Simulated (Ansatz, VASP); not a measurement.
**F in VASP and in Ansatz**

INCAR

```
PREC = Accurate
ENCUT = 1350
EDIFF = 1E-6
ISMEAR = 0
SIGMA = 0.05
LREAL = False
LASPH = True
NELM = 120
ALGO = Normal
ISIF = 2
LWAVE = False
LCHARG = False
GGA = PS
NBANDS = 22
GGA_COMPAT = False
```

File KPOINTS:

```
Automatic mesh
0
Gamma
  4 4 2
```

Contents of POSCAR:

```
F
1.0
    3.1587493156     -1.7865001875     -0.2436299973
    3.1587493156      1.7865001875     -0.2436299973
   -2.3838007709      0.0000000000      7.1580324205
F
4
Direct
    0.0848459664      0.0848459664      0.0940038325
    0.9151540336      0.9151540336      0.9059961675
    0.5015719855      0.5015719855      0.5937195244
    0.4984280145      0.4984280145      0.4062804756
```

Input for Ansatz:

```yaml
crystal:
  lattice:
    - [3.1587493156, -1.7865001875, -0.2436299973]
    - [3.1587493156, 1.7865001875, -0.2436299973]
    - [-2.3838007709, 0.0, 7.1580324205]
  atoms:
    - { symbol: F, position: [0.0848459664, 0.0848459664, 0.0940038325] }
    - { symbol: F, position: [0.9151540336, 0.9151540336, 0.9059961675] }
    - { symbol: F, position: [0.5015719855, 0.5015719855, 0.5937195244] }
    - { symbol: F, position: [0.4984280145, 0.4984280145, 0.4062804756] }
basis:
  ecutwfc: 520.0
kpoints:
  mp_grid: { grid: [4, 4, 2] }
hamiltonian:
  xc: pbesol
scf:
  occupations: { method: gaussian, width: 0.05 }
output:
  forces: true
  stress: true
  eigenvalues: true
```

Change from the starting cell: volume 19.678 Å^3 an atom, stretch along a over the lengths across it, relative to the relaxed cell 1.0162.

Alike in both runs: task single point; functional PBEsol; k mesh 4 × 4 × 2; occupations gaussian, width 0.05 eV; no spin polarisation.

```csv
,VASP,Ansatz
version,VASP 6.6.1,Ansatz 0.2.0
potentials or method,"VASP PAW PBE potentials, release 64 (F_h), cutoff 1350 eV","scalar-relativistic, plane waves, PAW"
valence electrons in the cell,28,28
```

```tsv
	VASP	Ansatz	Ansatz less VASP
gap on the k mesh at the Fermi level (eV)	3.03	3.03	+0.003
least direct gap on the mesh (eV)	3.11	3.11	+0.002
pressure (GPa)	-0.9	-0.5	+0.41
traceless stress, the component that is largest in VASP (GPa)	-0.66	-0.76	-0.109
rms of the force components (eV/Å)	0.132	0.142	+0.0101
```

VASP's potentials were made for PBE, not for PBEsol. Atom by atom the forces differ by 0.010 eV/Å (rms over components). With one functional, cell and mesh, what is left measures potentials, basis and numerics.

The k mesh is coarse, so the values compare programs but aren't converged.
